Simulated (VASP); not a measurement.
Write the native input for VASP 6.6.1 that does the following.

| Item | Value |
| --- | --- |
| Task | single point |
| Functional | HF |
| Potentials or basis | VASP PAW PBE potentials, release 64 (Ba_sv, S) |
| Cutoff | 520 eV |
| k mesh | 4 × 4 × 4 |
| Occupations | fermi-dirac, width 0.05 eV |
| Spin | no spin polarisation |
| Dipole correction | no |
| Grid for exact exchange (PRECFOCK) | Normal |
| Further INCAR settings | ALGO = Normal; EDIFF = 1e-06; NBANDS = 15 |
| Share of exact exchange | 1 |

Crystal: BaS.

```xyz
2
Lattice="0.0000 3.3119 3.3119 3.3119 0.0000 3.3119 3.3119 3.3119 0.0000" Properties=species:S:1:pos:R:3 pbc="T T T"
Ba    0.0000    0.0000    0.0000
S     3.3119    3.3119    3.3119
```

The input as run:

POSCAR

```
BaS
1.0
    0.0000000000      3.3119082597      3.3119082597
    3.3119082597      0.0000000000      3.3119082597
    3.3119082597      3.3119082597      0.0000000000
Ba S
1 1
Direct
    0.0000000000      0.0000000000      0.0000000000
    0.5000000000      0.5000000000      0.5000000000
```

INCAR.step1

```
PREC = Accurate
ENCUT = 520
EDIFF = 1E-5
ISMEAR = -1
SIGMA = 0.05
LREAL = F
LASPH = T
NELM = 80
ALGO = Normal
ISIF = 2
LWAVE = T
GGA = PE
NBANDS = 15
```

INCAR.step2

```
PREC = Accurate
ENCUT = 520
EDIFF = 1E-6
ISMEAR = -1
SIGMA = 0.05
LREAL = F
LASPH = T
NELM = 80
ALGO = Normal
ISIF = 2
LWAVE = F
LCHARG = T
GGA = PE
LHFCALC = T
AEXX = 1.0
ALDAC = 0.0
AGGAC = 0.0
PRECFOCK = Normal
LELF = T
LVHAR = T
ISTART = 1
NBANDS = 15
```

KPOINTS

```
Automatic mesh
0
Gamma
  4 4 4
```

Potentials or basis: VASP PAW PBE potentials, release 64 (Ba_sv, S).

Command:

```console
$ cat potpaw_PBE.64/Ba_sv/POTCAR potpaw_PBE.64/S/POTCAR > POTCAR
$ cp INCAR.step1 INCAR
$ mpirun -np 1 vasp_std > vasp.out
$ cp INCAR.step2 INCAR
$ mpirun -np 1 vasp_std > vasp.out
```

It gave:

The pressure is 0.1 GPa and the band gap on the k mesh is 9.18 eV (least direct gap 9.45 eV).

Caveat: the PAW data sets were made with another functional, which shifts forces and pressure a little; spin-orbit coupling is left out, which moves the levels of the heavy elements.

Wall time 11 min on 1 thread of Intel(R) Xeon(R) Platinum 8488C (Sapphire Rapids), on a shared host, peak memory 0.22 GiB.
